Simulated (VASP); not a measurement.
# VO2 (P4_2/mnm) in VASP: further runs, part 2 of 2

VASP 6.6.1. Earlier steps stand in the parts before.

## (3) Single point, PBE+U, collinear spin, ferromagnetic start

INCAR

```
PREC = Accurate
ENCUT = 600
EDIFF = 1E-6
ISMEAR = 0
SIGMA = 0.02
LREAL = False
LASPH = True
NELM = 200
ALGO = Normal
ISIF = 2
LWAVE = False
LCHARG = False
ISPIN = 2
MAGMOM = -0.86 -0.86 0 0 0 0
LORBIT = 11
LMAXMIX = 4
LDAU = True
LDAUTYPE = 2
LDAUL = 2 -1
LDAUU = 3.25 0
LDAUJ = 0 0
LDAUPRINT = 1
GGA = PE
NBANDS = 38
GGA_COMPAT = False
```

KPOINTS

```
Automatic mesh
0
Gamma
  6 6 10
```

POSCAR

```
VO2
1.0
    4.2368627753      0.0000000000      0.0000000000
    0.0000000000      4.2368627753      0.0000000000
    0.0000000000      0.0000000000      2.9051910780
V O
2 4
Direct
    0.0000000000      0.0000000000      0.0000000000
    0.5000000000      0.5000000000      0.5000000000
    0.2993213241      0.2993213241      0.0000000000
    0.7006786759      0.7006786759      0.0000000000
    0.7993213241      0.2006786759      0.5000000000
    0.2006786759      0.7993213241      0.5000000000
```

Potentials or basis: VASP PAW PBE potentials, release 64 (V_sv, O).

Run with:

```bash
$ cat potpaw_PBE.64/V_sv/POTCAR potpaw_PBE.64/O/POTCAR > POTCAR
$ mpirun -np 1 vasp_std > vasp.out
```

OUTCAR:

```text
PREC = Accurate
   ENCUT = 600
   EDIFF = 1E-6
   ISMEAR = 0
   LREAL = False
   LASPH = True
   NELM = 200
   ISIF = 2
   ISPIN = 2
   LORBIT = 11
   GGA = PE

 ion  position               nearest neighbor table
   1  0.000  0.000  0.000-   3 1.79   4 1.79   5 1.89   6 1.89   5 1.89   6 1.89
   2  0.500  0.500  0.500-   5 1.79   6 1.79   3 1.89   4 1.89   3 1.89   4 1.89
   3  0.299  0.299  0.000-   1 1.79   2 1.89   2 1.89
   4  0.701  0.701  0.000-   1 1.79   2 1.89   2 1.89
   5  0.799  0.201  0.500-   2 1.79   1 1.89   1 1.89
   6  0.201  0.799  0.500-   2 1.79   1 1.89   1 1.89

  LATTYP: Found a simple tetragonal cell.
 ALAT       =     4.2368627753
 C/A-ratio  =     0.6856939278

  Lattice vectors:

 A1 = (   4.2368627753,   0.0000000000,   0.0000000000)
 A2 = (   0.0000000000,   4.2368627753,   0.0000000000)
 A3 = (   0.0000000000,   0.0000000000,   2.9051910780)

Analysis of symmetry for initial positions (statically):
=====================================================================
 Subroutine PRICEL returns:
 Original cell was already a primitive cell.

 Routine SETGRP: Setting up the symmetry group for a
 simple tetragonal supercell.

 Subroutine GETGRP returns: Found 16 space group operations
 (whereof  8 operations were pure point group operations)
 out of a pool of 16 trial point group operations.

The static configuration has the point symmetry D_2h.
 The point group associated with its full space group is D_4h.

Analysis of symmetry for dynamics (positions and initial velocities):
=====================================================================
 Subroutine PRICEL returns:
 Original cell was already a primitive cell.

 Routine SETGRP: Setting up the symmetry group for a
 simple tetragonal supercell.

 Subroutine GETGRP returns: Found 16 space group operations
 (whereof  8 operations were pure point group operations)
 out of a pool of 16 trial point group operations.
[... 240 lines left out ...]
  free energy    TOTEN  =       -45.15072912 eV

  energy without entropy =      -45.15072912  energy(sigma->0) =      -45.15072912

 E-fermi :   7.3025     XC(G=0): -12.4956

 val. band max:        7.1866065808   @ k =   0.3333   0.1667   0.2000
 cond. band min:       8.1063492809   @ k =   0.5000   0.0000   0.5000
 fundamental gap:      0.9197427002
 Fermi energy:         7.3025004895

 spin component 1

 k-point     1 :       0.0000    0.0000    0.0000
  band No.  band energies     occupation
      1     -57.2329      1.00000
      2     -57.2100      1.00000
      3     -31.9300      1.00000
      4     -31.9300      1.00000
      5     -30.7139      1.00000
      6     -30.6628      1.00000
[... 1913 lines left out ...]
     36      19.0086      0.00000
     37      21.8132      0.00000

 [... further k-points ...]

 [bands above 37 left out]

------------------------ aborting loop because EDIFF is reached ----------------------------------------

  FORCE on cell =-STRESS in cart. coord.  units (eV):
  Direction    XX          YY          ZZ          XY          YZ          ZX
  --------------------------------------------------------------------------------------
  -------------------------------------------------------------------------------------
  Total       17.9740942     17.9740942     17.8991540      0.0000000      0.0000000      0.0000000
  in kB      552.1970713    552.1970713    549.8947698      0.0000000      0.0000000      0.0000000
  external PRESSURE =     551.4296374 kB  Pullay stress =       0.0000000 kB

 VOLUME and BASIS-vectors are now :
 -----------------------------------------------------------------------------
  energy-cutoff  :      600.00
  volume of cell :       52.15
      direct lattice vectors                 reciprocal lattice vectors
     4.236862775  0.000000000  0.000000000     0.236023693  0.000000000  0.000000000
     0.000000000  4.236862775  0.000000000     0.000000000  0.236023693  0.000000000
     0.000000000  0.000000000  2.905191078     0.000000000  0.000000000  0.344211438

 POSITION                                       TOTAL-FORCE (eV/Angst)
 -----------------------------------------------------------------------------------
      0.00000      0.00000      0.00000        -0.000000     -0.000000     -0.000000
      2.11843      2.11843      1.45260        -0.000000     -0.000000     -0.000000
      1.26818      1.26818      0.00000         0.061667      0.061667     -0.000000
      2.96868      2.96868      0.00000        -0.061667     -0.061667      0.000000
      3.38661      0.85025      1.45260         0.061667     -0.061667      0.000000
      0.85025      3.38661      1.45260        -0.061667      0.061667     -0.000000
 -----------------------------------------------------------------------------------
    total drift:                                0.000000      0.000000     -0.000000

  FREE ENERGIE OF THE ION-ELECTRON SYSTEM (eV)
  ---------------------------------------------------
  free  energy   TOTEN  =       -45.1507291162 eV

  energy  without entropy=      -45.1507291162  energy(sigma->0) =      -45.15072912

 total charge

# of ion       s       p       d       tot
------------------------------------------
    1        2.340   6.450   2.976  11.767
    2        2.340   6.450   2.976  11.767
    3        1.577   3.589   0.000   5.165
    4        1.577   3.589   0.000   5.165
    5        1.577   3.589   0.000   5.165
    6        1.577   3.589   0.000   5.165
--------------------------------------------------
tot         10.988  27.255   5.952  44.195

 magnetization (x)

# of ion       s       p       d       tot
------------------------------------------
    1       -0.016  -0.016  -0.998  -1.030
    2       -0.016  -0.016  -0.998  -1.030
    3        0.002   0.025   0.000   0.027
    4        0.002   0.025   0.000   0.027
    5        0.002   0.025   0.000   0.027
    6        0.002   0.025   0.000   0.027
--------------------------------------------------
tot         -0.026   0.069  -1.996  -1.953
```

stdout:

```text
POSCAR found type information on POSCAR V O
 POSCAR found :  2 types and       6 ions
 scaLAPACK will be used
 LDA part: xc-table for (Slater+PW92), standard interpolation
 POSCAR, INCAR and KPOINTS ok, starting setup
 FFT: planning ... GRIDC
 FFT: planning ... GRID_SOFT
 FFT: planning ... GRID
 WAVECAR not read
 entering main loop
```

Run time: 99 s. Hardware: 1 thread of Intel Xeon 6975P-C (Granite Rapids), shared host; peak memory 0.33 GiB.

Results:

```
Free energy                                           : -45.1507 eV
Pressure                                              : 55.1 GPa
Largest force                                         : 0.087 eV/Å
Band gap on the k mesh                                : 0.92 eV (least direct gap 1.19 eV)
Net moment                                            : -2.00 μB per cell
Site moments                                          : V -1.03; O +0.03 μB
Valence electrons inside the program's atomic spheres : V 11.77; O 5.17
```

Forces in eV/Å, atoms in the order of the input:
```
V    0.000  0.000  0.000
V    0.000  0.000  0.000
O    0.062  0.062  0.000
O   -0.062 -0.062  0.000
O    0.062 -0.062  0.000
O   -0.062  0.062  0.000
```

Levels at points of the mesh, in eV from the valence-band top:
Spin up:
| k point | band 20 | band 21 | band 22 | band 23 | band 24 | band 25 | band 26 | band 27 | band 28 | band 29 |
| --- | --- | --- | --- | --- | --- | --- | --- | --- | --- | --- |
| (0.00, 0.00, 0.00) | -3.45 | -1.46 | -1.01 | -1.01 | -0.58 | 2.04 | 2.06 | 2.06 | 2.55 | 2.78 |
| (0.50, 0.00, 0.00) | -4.18 | -2.91 | -2.91 | -1.46 | -1.46 | 2.93 | 2.93 | 3.21 | 3.21 | 3.50 |
| (0.50, 0.50, 0.00) | -3.08 | -2.40 | -2.40 | -1.82 | -1.82 | 2.11 | 2.11 | 2.52 | 2.52 | 3.70 |
| (0.00, 0.00, 0.50) | -3.91 | -3.45 | -3.45 | -2.17 | -2.17 | 3.09 | 3.09 | 3.63 | 3.63 | 3.89 |
| (0.50, 0.00, 0.50) | -3.50 | -2.91 | -2.91 | -1.86 | -1.86 | 1.64 | 1.64 | 3.88 | 3.88 | 4.05 |
| (0.50, 0.50, 0.50) | -3.38 | -2.30 | -2.30 | -1.19 | -1.19 | 2.55 | 2.55 | 2.99 | 2.99 | 4.09 |
Spin down:
```tsv
k point	band 22	band 23	band 24	band 25	band 26	band 27	band 28	band 29	band 30	band 31
(0.00, 0.00, 0.00)	-1.45	-0.97	-0.97	-0.87	-0.49	1.28	1.34	1.34	3.22	3.97
(0.50, 0.00, 0.00)	-3.00	-1.41	-1.41	-0.39	-0.39	2.25	2.25	2.68	2.68	5.45
(0.50, 0.50, 0.00)	-2.40	-1.82	-1.82	-1.30	-1.30	1.39	1.39	3.13	3.13	4.91
(0.00, 0.00, 0.50)	-3.54	-2.18	-2.18	-0.63	-0.63	2.46	2.46	3.05	3.05	4.61
(0.50, 0.00, 0.50)	-3.08	-1.80	-1.80	-0.64	-0.64	0.92	0.92	3.28	3.28	4.12
(0.50, 0.50, 0.50)	-2.35	-1.16	-1.16	-0.62	-0.62	1.93	1.93	2.33	2.33	5.18
```

Eigenvalues of the final occupation matrices:
```tsv
site	spin	trace	eigenvalues
site 1 d	1	1.01	0.07 0.13 0.14 0.30 0.36
site 1 d	2	2.01	0.16 0.18 0.32 0.43 0.93
site 2 d	1	1.01	0.07 0.13 0.14 0.30 0.36
site 2 d	2	2.01	0.16 0.18 0.32 0.43 0.93
```

Caveat: the cell stands under pressure. The state reached can hang on the start; a lower one may exist.

## (4) Single point, PBE+U, collinear spin, ferromagnetic start

This run uses another cell than the first one, of 9.67 Å³/atom.

Changes to INCAR since step 3:

```diff
@@ -13,3 +13,3 @@
 ISPIN = 2
-MAGMOM = -0.86 -0.86 0 0 0 0
+MAGMOM = -0.92 -0.92 0 0 0 0
 LORBIT = 11
```

KPOINTS

```
regular mesh
0
Gamma
  6 6 10
```

POSCAR

```
VO2
1.0
    4.4075885468      0.0000000000      0.0000000000
    0.0000000000      4.4075885468      0.0000000000
    0.0000000000      0.0000000000      2.9874381569
V O
2 4
Direct
    0.0000000000      0.0000000000      0.0000000000
    0.5000000000      0.5000000000      0.5000000000
    0.2989682178      0.2989682178      0.0000000000
    0.7010317822      0.7010317822      0.0000000000
    0.7989682178      0.2010317822      0.5000000000
    0.2010317822      0.7989682178      0.5000000000
```

Potentials or basis: VASP PAW PBE potentials, release 64 (V_sv, O).

Run with:

```bash
$ cat potpaw_PBE.64/V_sv/POTCAR potpaw_PBE.64/O/POTCAR > POTCAR
$ mpirun -np 1 vasp_std > vasp.out
```

OUTCAR:

```text
PREC = Accurate
   ENCUT = 600
   EDIFF = 1E-6
   ISMEAR = 0
   LREAL = False
   LASPH = True
   NELM = 200
   ISIF = 2
   ISPIN = 2
   LORBIT = 11
   GGA = PE

 ion  position               nearest neighbor table
   1  0.000  0.000  0.000-   3 1.86   4 1.86   5 1.95   6 1.95   5 1.95   6 1.95
   2  0.500  0.500  0.500-   5 1.86   6 1.86   3 1.95   4 1.95   3 1.95   4 1.95
   3  0.299  0.299  0.000-   1 1.86   2 1.95   2 1.95
   4  0.701  0.701  0.000-   1 1.86   2 1.95   2 1.95
   5  0.799  0.201  0.500-   2 1.86   1 1.95   1 1.95
   6  0.201  0.799  0.500-   2 1.86   1 1.95   1 1.95

  LATTYP: Found a simple tetragonal cell.
 ALAT       =     4.4075885468
 C/A-ratio  =     0.6777942463

[... 2234 lines left out ...]
      0.00000      0.00000      0.00000         0.000000     -0.000000      0.000000
      2.20379      2.20379      1.49372         0.000000     -0.000000      0.000000
      1.31773      1.31773      0.00000         0.036356      0.036356      0.000000
      3.08986      3.08986      0.00000        -0.036356     -0.036356      0.000000
      3.52152      0.88607      1.49372         0.036356     -0.036356      0.000000
      0.88607      3.52152      1.49372        -0.036356      0.036356      0.000000
 -----------------------------------------------------------------------------------
    total drift:                               -0.000000      0.000000      0.000000

  FREE ENERGIE OF THE ION-ELECTRON SYSTEM (eV)
  ---------------------------------------------------
  free  energy   TOTEN  =       -46.4155115346 eV

  energy  without entropy=      -46.4155115346  energy(sigma->0) =      -46.41551153

 total charge

# of ion       s       p       d       tot
------------------------------------------
    1        2.298   6.360   2.804  11.463
    2        2.298   6.360   2.804  11.463
    3        1.569   3.523   0.000   5.092
    4        1.569   3.523   0.000   5.092
    5        1.569   3.523   0.000   5.092
    6        1.569   3.523   0.000   5.092
--------------------------------------------------
tot         10.871  26.812   5.609  43.292

 magnetization (x)

# of ion       s       p       d       tot
------------------------------------------
    1       -0.015  -0.014  -1.028  -1.056
    2       -0.015  -0.014  -1.028  -1.056
    3        0.002   0.039   0.000   0.041
    4        0.002   0.039   0.000   0.041
    5        0.002   0.039   0.000   0.041
    6        0.002   0.039   0.000   0.041
--------------------------------------------------
tot         -0.022   0.131  -2.055  -1.947
```

OSZICAR:

```text
N       E                     dE             d eps       ncg     rms          rms(c)
DAV:   1     0.673811978942E+03    0.67381E+03   -0.28996E+04  9120   0.159E+03
DAV:   2    -0.106474382081E+02   -0.68446E+03   -0.63760E+03  9632   0.490E+02
DAV:   3    -0.625992492257E+02   -0.51952E+02   -0.51171E+02 10258   0.145E+02
DAV:   4    -0.633177413690E+02   -0.71849E+00   -0.71733E+00 10220   0.180E+01
DAV:   5    -0.633237565392E+02   -0.60152E-02   -0.60141E-02 10098   0.175E+00    0.479E+01
DAV:   6    -0.483989243580E+02    0.14925E+02   -0.62268E+01 10578   0.747E+01    0.216E+01
DAV:   7    -0.473342954965E+02    0.10646E+01   -0.24711E+01  9374   0.528E+01    0.210E+01
DAV:   8    -0.465559751885E+02    0.77832E+00   -0.19873E+00 10160   0.134E+01    0.927E+00
DAV:   9    -0.463564443169E+02    0.19953E+00   -0.65159E-01 10676   0.941E+00    0.227E+00
DAV:  10    -0.464051661321E+02   -0.48722E-01   -0.13807E-01  9942   0.306E+00    0.170E+00
DAV:  11    -0.464159258079E+02   -0.10760E-01   -0.15110E-02 10026   0.104E+00    0.466E-01
DAV:  12    -0.464155818307E+02    0.34398E-03   -0.49305E-03 10354   0.677E-01    0.179E-01
DAV:  13    -0.464154941542E+02    0.87676E-04   -0.33419E-04  9992   0.165E-01    0.889E-02
DAV:  14    -0.464155068336E+02   -0.12679E-04   -0.16286E-04 10452   0.889E-02    0.330E-02
DAV:  15    -0.464155109828E+02   -0.41493E-05   -0.17444E-05 10362   0.469E-02    0.230E-02
DAV:  16    -0.464155115346E+02   -0.55176E-06   -0.41013E-06  9216   0.240E-02
   1 F= -.46415512E+02 E0= -.46415512E+02  d E =-.207032E-95  mag=    -2.0000
```

Run time: 3.3 min. Hardware: 1 thread of Intel Xeon Platinum 8259CL at 2.50GHz (Skylake/Cascade Lake), shared host; peak memory 0.35 GiB.

What came out:

| Property | Result |
| --- | --- |
| Free energy | -46.4155 eV |
| Pressure | 15.9 GPa |
| Largest force | 0.051 eV/Å |
| Band gap on the k mesh | 1.06 eV (least direct gap 1.29 eV) |
| Net moment | -2.00 μB per cell |
| Site moments | V -1.06; O +0.04 μB |
| Valence electrons inside the program's atomic spheres | V 11.46; O 5.09 |

Forces on the atoms (eV/Å):
```
V    0.000  0.000  0.000
V    0.000  0.000  0.000
O    0.036  0.036  0.000
O   -0.036 -0.036  0.000
O    0.036 -0.036  0.000
O   -0.036  0.036  0.000
```

Eigenvalues of the final occupation matrices:
| site | spin | trace | eigenvalues |
| --- | --- | --- | --- |
| site 1 d | 1 | 0.90 | 0.06 0.12 0.13 0.28 0.32 |
| site 1 d | 2 | 1.93 | 0.15 0.17 0.29 0.39 0.93 |
| site 2 d | 1 | 0.90 | 0.06 0.12 0.13 0.28 0.32 |
| site 2 d | 2 | 1.93 | 0.15 0.17 0.29 0.39 0.93 |

Caveat: the cell stands under pressure. The state reached can hang on the start; a lower one may exist.

## (5) Single point, PBE+U, collinear spin, ferromagnetic start

This run uses another cell than the first one, of 10.09 Å³/atom.

INCAR

```
SYSTEM = VO2
  ALGO = Normal
  EDIFF = 1E-6
  ENCUT = 600
  GGA = PE
  GGA_COMPAT = .FALSE.
  ISIF = 2
  ISMEAR = 0
  ISPIN = 2
  LASPH = .TRUE.
  LCHARG = .FALSE.
  LDAU = .TRUE.
  LDAUJ = 0 0
  LDAUL = 2 -1
  LDAUPRINT = 1
  LDAUTYPE = 2
  LDAUU = 3.25 0
  LMAXMIX = 4
  LORBIT = 11
  LREAL = .FALSE.
  LWAVE = .FALSE.
  MAGMOM = -0.94 -0.94 0 0 0 0
  NBANDS = 38
  NELM = 200
  PREC = Accurate
  SIGMA = 0.02
```

KPOINTS

```
k-points
0
G
  6 6 10
  0 0 0
```

POSCAR

```
VO2
1.0
    4.4747455319      0.0000000000      0.0000000000
    0.0000000000      4.4747455319      0.0000000000
    0.0000000000      0.0000000000      3.0220049858
V O
2 4
Direct
    0.0000000000      0.0000000000      0.0000000000
    0.5000000000      0.5000000000      0.5000000000
    0.2989568933      0.2989568933      0.0000000000
    0.7010431067      0.7010431067      0.0000000000
    0.7989568933      0.2010431067      0.5000000000
    0.2010431067      0.7989568933      0.5000000000
```

Run with:

```bash
$ cat potpaw_PBE.64/V_sv/POTCAR potpaw_PBE.64/O/POTCAR > POTCAR
$ mpirun -np 1 vasp_std > vasp.out
```

It took 7.6 min on 1 thread of Oxide Virtual Turin-like, shared host; peak memory 0.32 GiB.

Results (log left out):

* Free energy: -46.5777 eV
* Pressure: 4.4 GPa
* Largest force: 0.050 eV/Å
* Band gap on the k mesh: 1.00 eV (least direct gap 1.25 eV)
* Net moment: -2.00 μB per cell
* Site moments: V -1.07; O +0.05 μB
* Valence electrons inside the program's atomic spheres: V 11.36; O 5.07

Forces on the atoms (eV/Å):
```
V    0.000  0.000  0.000
V    0.000  0.000  0.000
O    0.035  0.035  0.000
O   -0.035 -0.035  0.000
O    0.035 -0.035  0.000
O   -0.035  0.035  0.000
```

Stress tensor (GPa, compression positive):
```
4.53 0.00 0.00
0.00 4.53 0.00
0.00 0.00 4.25
```

Levels at points of the mesh, in eV from the valence-band top:
Spin up:
```
           k point  band 22  band 23  band 24  band 25  band 26  band 27
(0.00, 0.00, 0.00)    -0.64    -0.64    -0.14     2.10     2.16     2.16
(0.50, 0.00, 0.00)    -2.17    -0.90    -0.90     2.80     2.80     3.12
(0.50, 0.50, 0.00)    -1.82    -1.47    -1.47     2.19     2.19     2.62
(0.00, 0.00, 0.50)    -2.80    -1.62    -1.62     2.92     2.92     3.35
(0.50, 0.00, 0.50)    -2.16    -1.25    -1.25     1.80     1.80     3.54
(0.50, 0.50, 0.50)    -1.58    -0.77    -0.77     2.54     2.54     2.87
```
Spin down:
| k point | band 24 | band 25 | band 26 | band 27 | band 28 | band 29 |
| --- | --- | --- | --- | --- | --- | --- |
| (0.00, 0.00, 0.00) | -0.54 | -0.54 | 0.00 | 1.25 | 1.38 | 1.38 |
| (0.50, 0.00, 0.00) | -0.82 | -0.55 | -0.55 | 2.06 | 2.06 | 2.44 |
| (0.50, 0.50, 0.00) | -1.42 | -1.27 | -1.27 | 1.41 | 1.41 | 2.82 |
| (0.00, 0.00, 0.50) | -1.60 | -0.73 | -0.73 | 2.22 | 2.22 | 2.74 |
| (0.50, 0.00, 0.50) | -1.14 | -0.74 | -0.74 | 1.00 | 1.00 | 2.90 |
| (0.50, 0.50, 0.50) | -0.73 | -0.70 | -0.70 | 1.85 | 1.85 | 2.17 |

Eigenvalues of the final occupation matrices:
```csv
site,spin,trace,eigenvalues
site 1 d,1,0.87,0.06 0.11 0.13 0.27 0.31
site 1 d,2,1.91,0.15 0.17 0.29 0.38 0.93
site 2 d,1,0.87,0.06 0.11 0.13 0.27 0.31
site 2 d,2,1.91,0.15 0.17 0.29 0.38 0.93
```

Caveat: the cell stands under pressure. The state reached can hang on the start; a lower one may exist.

## (6) Summary

| cell | gap on the mesh (eV) | pressure (GPa) | moment (μB) | largest force (eV/Å) |
| --- | --- | --- | --- | --- |
| a = 4.237, b = 4.237, c = 2.905 Å, 6 atoms, atomic positions A | 0.92 | 55.1 | 2.00 | 0.09 |
| a = 4.408, b = 4.408, c = 2.987 Å, 6 atoms, atomic positions B | 1.06 | 15.9 | 2.00 | 0.05 |
| a = 4.475, b = 4.475, c = 3.022 Å, 6 atoms, atomic positions B | 1.00 | 4.4 | 2.00 | 0.05 |

Alike in all rows: task single point; level PBE+U; potentials or basis VASP PAW PBE potentials, release 64 (V_sv, O); spin collinear, ferromagnetic start; V d U = 3.25 eV; k mesh 6 × 6 × 10; cutoff (eV) 600; smearing gaussian 0.02 eV.

Caveats: the cell stands under pressure.

Absolute energies hang on the potentials; compare differences alone.
